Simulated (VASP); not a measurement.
Hf3N2, 5 atoms in the cell. The structure is trigonal, space group R-3m (No. 166). Conventional cell: a = 3.199 Å, b = 3.199 Å, c = 23.265 Å, α = 90.00°, β = 90.00°, γ = 120.00°. Within 3.0 Å of Hf (site symmetry 3m) lie 3 N at 2.29 Å. Hf (site symmetry -3m) has 6 N at 2.24 Å within 3.0 Å. Within 3.0 Å of N (site symmetry 3m) lie 6 Hf at 2.24 to 2.29 Å. 

* Program: VASP 6.6.1
* Task: single point
* Functional: r2SCAN
* Potentials or basis: VASP PAW PBE potentials, release 64 (Hf_pv, N)
* Cutoff: 520 eV
* k mesh: 6 × 6 × 6
* Occupations: gaussian, width 0.1 eV
* Spin: no spin polarisation
* Dipole correction: no
* Further INCAR settings: ALGO = Normal; EDIFF = 1e-06; NBANDS = 28

Potentials or basis: VASP PAW PBE potentials, release 64 (Hf_pv, N).

Command:

```bash
$ cat potpaw_PBE.64/Hf_pv/POTCAR potpaw_PBE.64/N/POTCAR > POTCAR
$ cp INCAR.step1 INCAR
$ mpirun -np 1 vasp_std > vasp.out
$ cp INCAR.step2 INCAR
$ mpirun -np 1 vasp_std > vasp.out
```

Hardware: 1 thread of Intel(R) Xeon(R) Platinum 8488C (Sapphire Rapids), with other jobs on the host.

Estimate the wall time of this run.

It took 12 min on 1 thread of Intel(R) Xeon(R) Platinum 8488C (Sapphire Rapids), on a shared host, peak memory 0.56 GiB. Counts: k points 32.
